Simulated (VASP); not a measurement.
# C (P6_3/mmc) in VASP: further runs

Runs on C. Level: PBE. Tasks: relaxation of shape and atoms at fixed volume, relaxation of cell and atoms.

Everything below comes from runs of VASP 6.6.1. Logs are shortened: lines on timing, memory, paths and dates and some standing lists are left out, and cuts for length are marked.

### Step 1. The cell of the first run

The structure is hexagonal, space group P6_3/mmc (No. 194). The conventional cell has a = 2.442 Å, b = 2.442 Å, c = 8.427 Å, α = 90.00°, β = 90.00°, γ = 120.00°. C (site symmetry -6m2) has 3 C at 1.41 Å within 1.9 Å. Within 1.9 Å of C (site symmetry -6m2) lie 3 C at 1.41 Å.

### Step 2. Relaxation of shape and atoms at fixed volume, PBE (10.88 Å³/atom)

INCAR

```
SYSTEM = C
  ALGO = Normal
  EDIFF = 1E-6
  EDIFFG = -0.01
  ENCUT = 600
  GGA = PE
  IBRION = 2
  ISIF = 4
  ISMEAR = 0
  LASPH = .True.
  LCHARG = .False.
  LREAL = .False.
  LWAVE = .False.
  NELM = 100
  NSW = 50
  PREC = Accurate
  SIGMA = 0.1
```

KPOINTS

```
k-points
0
Gamma
  18 18 6
  0 0 0
```

POSCAR

```
C
1.0
    2.4416182324      0.0000000000      0.0000000000
   -1.2208091162      2.1145034156      0.0000000000
    0.0000000000      0.0000000000      8.4268536691
C
4
Direct
    0.0000000000      0.0000000000      0.0025000000
    0.0000000000      0.0000000000      0.5025000000
    0.3333333333      0.6666666667      0.0025000000
    0.6666666667      0.3333333333      0.5025000000
```

Potentials or basis: VASP PAW PBE potentials, release 64 (C).

Started as:

```console
$ cat potpaw_PBE.64/C/POTCAR > POTCAR
$ mpirun -np 1 vasp_std > vasp.out
```

OUTCAR:

```text
SYSTEM = C
   EDIFF = 1E-6
   EDIFFG = -0.01
   ENCUT = 600
   GGA = PE
   IBRION = 2
   ISIF = 4
   ISMEAR = 0
   LASPH = .True.
   LREAL = .False.
   NELM = 100
   NSW = 50
   PREC = Accurate

 ion  position               nearest neighbor table
   1  0.000  0.000  0.002-   3 1.41   3 1.41   3 1.41
   2  0.000  0.000  0.502-   4 1.41   4 1.41   4 1.41
   3  0.333  0.667  0.002-   1 1.41   1 1.41   1 1.41
   4  0.667  0.333  0.502-   2 1.41   2 1.41   2 1.41

  LATTYP: Found a hexagonal cell.
 ALAT       =     2.4416182324
 C/A-ratio  =     3.4513395900

  Lattice vectors:

 A1 = (   2.4416182324,   0.0000000000,   0.0000000000)
 A2 = (  -1.2208091162,   2.1145034156,   0.0000000000)
 A3 = (   0.0000000000,   0.0000000000,   8.4268536691)

Analysis of symmetry for initial positions (statically):
=====================================================================
 Subroutine PRICEL returns:
 Original cell was already a primitive cell.

 Routine SETGRP: Setting up the symmetry group for a
 hexagonal supercell.

 Subroutine GETGRP returns: Found 24 space group operations
 (whereof  6 operations were pure point group operations)
 out of a pool of 24 trial point group operations.

The static configuration has the point symmetry C_3v.
 The point group associated with its full space group is D_6h.

Analysis of symmetry for dynamics (positions and initial velocities):
=====================================================================
 Subroutine PRICEL returns:
 Original cell was already a primitive cell.

 Routine SETGRP: Setting up the symmetry group for a
 hexagonal supercell.

 Subroutine GETGRP returns: Found 24 space group operations
 (whereof  6 operations were pure point group operations)
 out of a pool of 24 trial point group operations.

The dynamic configuration has the point symmetry C_3v.
 The point group associated with its full space group is D_6h.

 Subroutine INISYM returns: Found 24 space group operations
 (whereof  6 operations are pure point group operations),
 and found     1 'primitive' translations

----------------------------------------------------------------------------------------

                                     Primitive cell

  volume of cell :      43.5062

  direct lattice vectors                    reciprocal lattice vectors
[... 104 lines left out ...]
   EMIN   =  10.00;   EMAX   =-10.00  energy-range for DOS
   EFERMI =   0.00;   METHOD = LEGACY
   ISMEAR =     0;   SIGMA  =   0.10  broadening in eV -4-tet -1-fermi 0-gaus
   EFERMI_NEDOS =   21; number of points for ismear=-14 and -15
   IALGO  =     38    algorithm
   IMIX   =      4    mixing-type and parameters
     AMIX     =   0.40;   BMIX     =  1.00
     AMIX_MAG =   1.60;   BMIX_MAG =  1.00
  volume/ion in A,a.u.               =      10.88        73.40
  Fermi-wavevector in a.u.,A,eV,Ry     =   1.172909  2.216476 18.717744  1.375715
  Thomas-Fermi vector in A             =   2.309330
   LORBIT       =      0    0 simple, 1 ext, 2 COOP (PROOUT), +10 PAW based schemes
   GGA     = PE    functional components
   LHFCALC =     F    Hartree Fock is set to
   AEXX    =    0.0000 exact exchange contribution
   IVDW    =     0    specifies the selected vdW correction
   LEPSILON=     F    determine dielectric tensor
   LRPA    =     F    only Hartree local field effects (RPA)
 conjugate gradient relaxation of ions
 non-spin polarized calculation
 Gauss-broadening in eV      SIGMA  =   0.10
  energy-cutoff  :      600.00
  volume of cell :       43.51
 maximum number of plane-waves:      1488
 NGX is ok and might be reduce to    20
   NGX =  9   NGY =  9   NGZ = 33

--------------------------------------- Ionic step        1  -------------------------------------------

 number of electron      16.0000001 magnetization

 Free energy of the ion-electron system (eV)
  ---------------------------------------------------
  ext. energy  EPLUGINS =         0.00000000
  ---------------------------------------------------
  free energy    TOTEN  =       -36.88175781 eV

  energy without entropy =      -36.88073689  energy(sigma->0) =      -36.88124735

------------------------ aborting loop because EDIFF is reached ----------------------------------------

  FORCE on cell =-STRESS in cart. coord.  units (eV):
  Direction    XX          YY          ZZ          XY          YZ          ZX
  --------------------------------------------------------------------------------------
  -------------------------------------------------------------------------------------
  Total        2.8779370      2.8779370     -0.0577087      0.0000000      0.0000000      0.0000000
  in kB      105.9839894    105.9839894     -2.1252033      0.0000000      0.0000000      0.0000000
  external PRESSURE =      69.9475918 kB  Pullay stress =       0.0000000 kB
[... 63 lines left out ...]
--------------------------------------- Ionic step        3  -------------------------------------------

 number of electron      16.0000001 magnetization

 Free energy of the ion-electron system (eV)
  ---------------------------------------------------
  ext. energy  EPLUGINS =         0.00000000
  ---------------------------------------------------
  free energy    TOTEN  =       -36.91216199 eV

  energy without entropy =      -36.91120261  energy(sigma->0) =      -36.91168230

 E-fermi :   3.0188     XC(G=0):  -8.9274

 val. band max:        3.0182668957   @ k =   0.3333   0.3333   0.1667
 cond. band min:       3.0192835659   @ k =   0.3333   0.3333   0.3333
 fundamental gap:      0.0010166701
 Fermi energy:         3.0187663327

 k-point     1 :       0.0000    0.0000    0.0000
  band No.  band energies     occupation
      1     -16.5115      2.00000
      2     -16.4622      2.00000
      3      -4.8760      2.00000
      4      -4.2769      2.00000
      5      -0.0245      2.00000
      6      -0.0245      2.00000
      7      -0.0229      2.00000
      8      -0.0229      2.00000
      9       6.2060      0.00000
     10       9.8239      0.00000
     11      11.3147      0.00000
     12      11.3186      0.00000
[... 331 lines left out ...]
 k-point    24 :       0.3889    0.1111    0.0000
  band No.  band energies     occupation
      1     -11.8246      2.00000
      2     -11.7934      2.00000
      3      -9.1924      2.00000
      4      -9.1691      2.00000
      5      -4.2214      2.00000
      6      -4.2120      2.00000
      7       0.3304      2.00000
      8       0.6545      2.00000
      9       5.0376      0.00000
     10       5.2838      0.00000
     11      11.5959      0.00000
     12      11.6838      0.00000

 [... further k-points ...]
[... 5 lines left out ...]
  --------------------------------------------------------------------------------------
  -------------------------------------------------------------------------------------
  Total       -0.0429387     -0.0429387     -0.0437864      0.0000000      0.0000000      0.0000000
  in kB       -1.5812758     -1.5812758     -1.6124935      0.0000000      0.0000000      0.0000000
  external PRESSURE =      -1.5916817 kB  Pullay stress =       0.0000000 kB
[... 19 lines left out ...]
  FREE ENERGIE OF THE ION-ELECTRON SYSTEM (eV)
  ---------------------------------------------------
  free  energy   TOTEN  =       -36.9121619930 eV

  energy  without entropy=      -36.9112026060  energy(sigma->0) =      -36.91168230

 reached required accuracy - stopping structural energy minimisation
```

OSZICAR:

```text
N       E                     dE             d eps       ncg     rms          rms(c)
DAV:   1     0.656053478377E+02    0.65605E+02   -0.87124E+03  3552   0.136E+03
[... 23 lines left out ...]
       N       E                     dE             d eps       ncg     rms          rms(c)
DAV:   1    -0.369137665883E+02   -0.21605E-02   -0.66566E-02  3576   0.220E+00    0.153E-01
DAV:   2    -0.369126997729E+02    0.10668E-02   -0.13404E-03  3784   0.290E-01    0.900E-02
DAV:   3    -0.369121635431E+02    0.53623E-03   -0.16305E-03  4204   0.277E-01    0.262E-02
DAV:   4    -0.369121631091E+02    0.43392E-06   -0.56281E-05  3960   0.586E-02    0.106E-02
DAV:   5    -0.369121617421E+02    0.13670E-05   -0.56257E-06  4292   0.212E-02    0.223E-03
DAV:   6    -0.369121619930E+02   -0.25084E-06   -0.39208E-07  2784   0.519E-03
   3 F= -.36912162E+02 E0= -.36911682E+02  d E =-.304042E-01
```

Wall time 4 min (1 thread of Intel Xeon 8259CL, shared host); peak memory 0.21 GiB.

What came out:

```yaml
Free_energy: -36.9122 eV
Energy_gained_by_relaxing: 7.6 meV/atom
Ionic_steps: 3
Pressure_after_relaxing: -0.2 GPa
Band_gap_on_the_k_mesh: zero (filled and empty bands touch)
```

The path:
| step | energy change (eV) | largest force (eV/Å) | pressure (GPa) | volume (Å³) |
| --- | --- | --- | --- | --- |
| 1 | 0.0000 | 0.0000 | 6.99 | 43.51 |
| 2 | -0.0298 | 0.0000 | -1.09 | 43.51 |
| 3 | -0.0304 | 0.0000 | -0.16 | 43.51 |

Final structure:
```
C
1.0
     2.46729    0.00000    0.00000
    -1.23365    2.13674    0.00000
     0.00000    0.00000    8.25238
C
4
Direct
  0.00000 0.00000 0.00250
  0.00000 0.00000 0.50250
  0.33333 0.66667 0.00250
  0.66667 0.33333 0.50250
```

Caveat: this functional lacks dispersion, which binds layers or chains, so the pressure and a relaxed spacing across them are unreliable.

### Step 3. Relaxation of cell and atoms, PBE

This run uses another cell than the first one, of 11.21 Å³/atom.

INCAR

```
ALGO = Normal
EDIFF = 1E-6
EDIFFG = -0.005
ENCUT = 600
GGA = PE
IBRION = 2
ISIF = 3
ISMEAR = 0
LASPH = T
LCHARG = F
LREAL = F
LWAVE = F
NELM = 80
NSW = 100
PREC = Accurate
SIGMA = 0.1
```

KPOINTS

```
k-points
0
Gamma
  18 18 6
```

POSCAR

```
C
1.0
    2.4665344250      0.0000000000      0.0000000000
   -1.2332672125      2.1360814714      0.0000000000
    0.0000000000      0.0000000000      8.5128479112
C
4
Direct
    0.0000000000      0.0000000000      0.0025001007
    0.0000000000      0.0000000000      0.5025001007
    0.3333333333      0.6666666667      0.0024998993
    0.6666666667      0.3333333333      0.5024998993
```

Potentials or basis: VASP PAW PBE potentials, release 64 (C).

Started as:

```console
$ cat potpaw_PBE.64/C/POTCAR > POTCAR
$ mpirun -np 1 vasp_std > vasp.out
```

Run time: 19 min. Hardware: 1 thread of Intel Xeon 8259CL, shared host; peak memory 0.23 GiB.

It converged, with:

```
Free energy                           : -36.9167 eV
Relaxed volume                        : 10.42 Å³/atom
Relaxed cell                          : a = 2.467 Å, b = 2.467 Å, c = 7.906 Å, α = 90.00°, β = 90.00°, γ = 120.00°
Space group after relaxing (to 0.1 Å) : P6_3/mmc (No. 194)
Energy gained by relaxing             : 0.7 meV/atom
Ionic steps                           : 16
Pressure after relaxing               : 0.0 GPa
Band gap on the k mesh                : zero (filled and empty bands overlap)
```

Stress tensor (GPa, compression positive):
```
-0.08  0.00  0.00
 0.00 -0.08  0.00
 0.00  0.00  0.01
```

Step by step:
```tsv
step	energy change (eV)	largest force (eV/Å)	pressure (GPa)	volume (Å³)
1	0.0000	0.0000	0.02	44.85
2	0.0000	0.0000	-0.28	44.86
3	0.0000	0.0000	-0.18	44.86
4	-0.0001	0.0000	-0.17	44.83
5	-0.0002	0.0000	-0.14	44.76
6	-0.0004	0.0000	-0.13	44.61
7	-0.0008	0.0000	-0.11	44.31
8	-0.0015	0.0000	-0.09	43.71
9	-0.0025	0.0000	0.04	42.50
10	-0.0011	0.0000	0.39	40.10
11	-0.0027	0.0000	0.10	41.99
12	-0.0027	0.0000	0.15	41.68
13	-0.0012	0.0000	-1.55	41.52
14	-0.0027	0.0000	-0.01	41.67
15	-0.0027	0.0000	-0.08	41.66
16	-0.0027	0.0000	-0.05	41.66
```

Final structure:
```cif
data_structure
_symmetry_space_group_name_H-M 'P 1'
_symmetry_Int_Tables_number 1
_cell_length_a 2.4668
_cell_length_b 2.4668
_cell_length_c 7.9056
_cell_angle_alpha 90.000
_cell_angle_beta 90.000
_cell_angle_gamma 120.000
_cell_volume 41.66
loop_
_atom_site_label
_atom_site_type_symbol
_atom_site_fract_x
_atom_site_fract_y
_atom_site_fract_z
_atom_site_occupancy
C1 C 0.00000 0.00000 0.00250 1
C2 C 0.00000 0.00000 0.50250 1
C3 C 0.33333 0.66667 0.00250 1
C4 C 0.66667 0.33333 0.50250 1
```

Levels at points of the mesh, in eV from the Fermi level:
```csv
k point,band 4,band 5,band 6,band 7,band 8,band 9,band 10,band 11,band 12
"(0.00, 0.00, 0.00)",-7.20,-3.04,-3.04,-3.04,-3.04,3.34,7.41,8.30,8.30
"(0.50, 0.00, 0.00)",-13.22,-6.42,-6.41,-2.49,-2.24,1.55,1.87,7.31,7.42
"(0.00, 0.00, 0.50)",-7.62,-3.04,-3.04,-3.04,-3.04,4.93,4.93,8.31,8.31
"(0.50, 0.00, 0.50)",-13.23,-6.41,-6.41,-2.36,-2.36,1.67,1.67,7.36,7.36
```

Caveat: this functional lacks dispersion, which binds layers or chains, so the pressure and a relaxed spacing across them are unreliable.
